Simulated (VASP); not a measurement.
A run of VASP 6.6.1 is set up as follows.

Contents of INCAR:

```
  PREC = Accurate
  ENCUT = 520
  EDIFF = 1E-7
  ISMEAR = 0
  SIGMA = 0.15
  LREAL = False
  LASPH = True
  NELM = 80
  ALGO = Normal
  ISIF = 2
  LWAVE = False
  LCHARG = True
  GGA = PS
  LELF = True
  LVHAR = True
  NBANDS = 14
```

The input KPOINTS:

```
regular mesh
0
Gamma
  18 18 18
```

File POSCAR:

```
HfC
1.0
    0.0000000000      2.3250000000      2.3250000000
    2.3250000000      0.0000000000      2.3250000000
    2.3250000000      2.3250000000      0.0000000000
Hf C
1 1
Direct
    0.5000000000      0.5000000000      0.5000000000
    0.0080645161     -0.0080645161      0.0080645161
```

Potentials or basis: VASP PAW PBE potentials, release 64 (Hf_pv, C).

Run with:

```sh
$ cat potpaw_PBE.64/Hf_pv/POTCAR potpaw_PBE.64/C/POTCAR > POTCAR
$ mpirun -np 1 vasp_std > vasp.out
```

(1) Estimate the pressure.

(2) What does it give for the largest force?

(3) Predict the band gap on the k mesh.

## Answers

(1) -6.9 GPa.

(2) 0.283 eV/Å.

(3) zero (band 7 reaches 6.79 eV, above the bottom of band 8 at 5.38 eV).

Caveat: the cell differs from its parent crystal (all C atoms moved +0.037 Å, as atom 2 along Cartesian [0 1 0]); the PAW data sets were made with another functional, which shifts forces and pressure a little; spin-orbit coupling is left out, which moves the levels of the heavy elements.
